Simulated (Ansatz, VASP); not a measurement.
# One calculation of SiO2, two programs

File INCAR:

```
ALGO = Normal
EDIFF = 1E-6
ENCUT = 520
GGA = CA
ISIF = 2
ISMEAR = 0
LASPH = True
LCHARG = False
LREAL = False
LWAVE = False
NBANDS = 34
NELM = 100
PREC = Accurate
SIGMA = 0.05
```

The input KPOINTS:

```
k-points
0
Gamma
  6 6 4
```

The input POSCAR:

```
SiO2
1.0
    5.1142788662      0.0000000000      0.0000000000
   -2.5571394331      4.4290954201      0.0000000000
    0.0000000000      0.0000000000      5.6906006435
Si O
3 6
Direct
    0.0000000000      0.5000000000      0.3333333333
    0.5000000000      0.5000000000      0.6666666667
    0.5000000000      0.0000000000      0.0000000000
    0.5843949021      0.7921974511      0.8333333333
    0.7921974511      0.5843949021      0.5000000000
    0.7921974511      0.2078025489      0.1666666667
    0.4156050979      0.2078025489      0.8333333333
    0.2078025489      0.4156050979      0.5000000000
    0.2078025489      0.7921974511      0.1666666667
```

Input for Ansatz:

```yaml
crystal:
  lattice:
    - [5.1142788662, 0.0, 0.0]
    - [-2.5571394331, 4.4290954201, 0.0]
    - [0.0, 0.0, 5.6906006435]
  atoms:
    - { symbol: Si, position: [0.0, 0.5, 0.3333333333] }
    - { symbol: Si, position: [0.5, 0.5, 0.6666666667] }
    - { symbol: Si, position: [0.5, 0.0, 0.0] }
    - { symbol: O, position: [0.5843949021, 0.7921974511, 0.8333333333] }
    - { symbol: O, position: [0.7921974511, 0.5843949021, 0.5] }
    - { symbol: O, position: [0.7921974511, 0.2078025489, 0.1666666667] }
    - { symbol: O, position: [0.4156050979, 0.2078025489, 0.8333333333] }
    - { symbol: O, position: [0.2078025489, 0.4156050979, 0.5] }
    - { symbol: O, position: [0.2078025489, 0.7921974511, 0.1666666667] }
basis:
  ecutwfc: 420
kpoints:
  mp_grid: { grid: [6, 6, 4] }
hamiltonian:
  xc: lda
scf:
  occupations: { method: gaussian, width: 0.05 }
output:
  forces: true
  stress: true
  eigenvalues: true
```

Change from the starting cell: strain +0.015 along x and y, +0.030 along z, atoms carried along.

Alike in both runs: task single point; functional LDA; k mesh 6 × 6 × 4; occupations gaussian, width 0.05 eV; no spin polarisation.

|  | VASP | Ansatz |
| --- | --- | --- |
| version | VASP 6.6.1 | Ansatz 0.2.0 |
| potentials or method | VASP PAW LDA potentials, release 64 (Si, O), cutoff 520 eV | scalar-relativistic, plane waves, PAW |
| valence electrons in the cell | 48 | 48 |

```csv
,VASP,Ansatz,Ansatz less VASP
gap on the k mesh at the Fermi level (eV),5.14,5.14,0.000
least direct gap on the mesh (eV),5.29,5.29,-0.001
pressure (GPa),-9.5,-9.9,-0.47
"traceless stress, the component that is largest in VASP (GPa)",-0.81,-0.86,-0.047
rms of the force components (eV/Å),0.193,0.196,+0.0030
```

LDA's correlation is that of Perdew and Zunger in VASP and of Perdew and Wang (1992) in Ansatz. Atom by atom the forces differ by 0.003 eV/Å (rms over components).
